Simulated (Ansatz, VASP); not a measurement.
# One calculation of Na, two programs

INCAR

```
PREC = Accurate
ENCUT = 500
EDIFF = 1E-7
ISMEAR = 0
SIGMA = 0.1
LREAL = False
LASPH = True
NELM = 120
ALGO = Normal
ISIF = 3
LWAVE = False
LCHARG = False
GGA = PE
IBRION = 2
NSW = 80
EDIFFG = -0.05
GGA_COMPAT = False
NELMIN = 4
```

File KPOINTS:

```
Automatic mesh
0
Gamma
  8 8 8
```

Contents of POSCAR:

```
Na
1.0
    0.0000000000      2.2762699761      2.2762699761
    2.2762699761      0.0000000000      2.2762699761
    2.2762699761      2.2762699761      0.0000000000
Na
1
Direct
    0.0000000000      0.0000000000      0.0000000000
```

Input for Ansatz:

```yaml
crystal:
  lattice:
    - [0.0, 2.2762699761, 2.2762699761]
    - [2.2762699761, 0.0, 2.2762699761]
    - [2.2762699761, 2.2762699761, 0.0]
  atoms:
    - { symbol: Na, position: [0.0, 0.0, 0.0] }
basis:
  ecutwfc: 420
kpoints:
  mp_grid: { grid: [8, 8, 8] }
hamiltonian:
  xc: pbe
scf:
  occupations: { method: gaussian, width: 0.1 }
output:
  forces: true
  stress: true
  eigenvalues: true
relax:
  adjacent_minimum: "off"
  f_tol: 0.05
  max_steps: 60
  cell: { stress_tol: 0.5 }
```

Alike in both runs: task relaxation of cell and atoms; functional PBE; k mesh 8 × 8 × 8; occupations gaussian, width 0.1 eV; no spin polarisation.

|  | VASP | Ansatz |
| --- | --- | --- |
| version | VASP 6.6.1 | Ansatz 0.2.0 |
| potentials or method | VASP PAW PBE potentials, release 64 (Na_pv), cutoff 500 eV | scalar-relativistic, plane waves, PAW |
| valence electrons in the cell | 7 | 9 |

```csv
,VASP,Ansatz,Ansatz less VASP
"gap on the k mesh at the Fermi level, each at its own relaxed structure (eV)",none,none,-
relaxed volume (Å³/atom),35.47,35.79,+0.326
relaxed cell length with the largest relative difference (Å),3.688,3.699,+0.0112
```

A gap of «none» marks a metal or a gap that the smearing closes. VASP's potentials hold 7 valence electrons a cell and Ansatz's 9, so a difference there can come from the potentials and not from the codes.

Noted on VASP's run: the volume moved by over 15 % at a fixed basis, so the end points are rough.
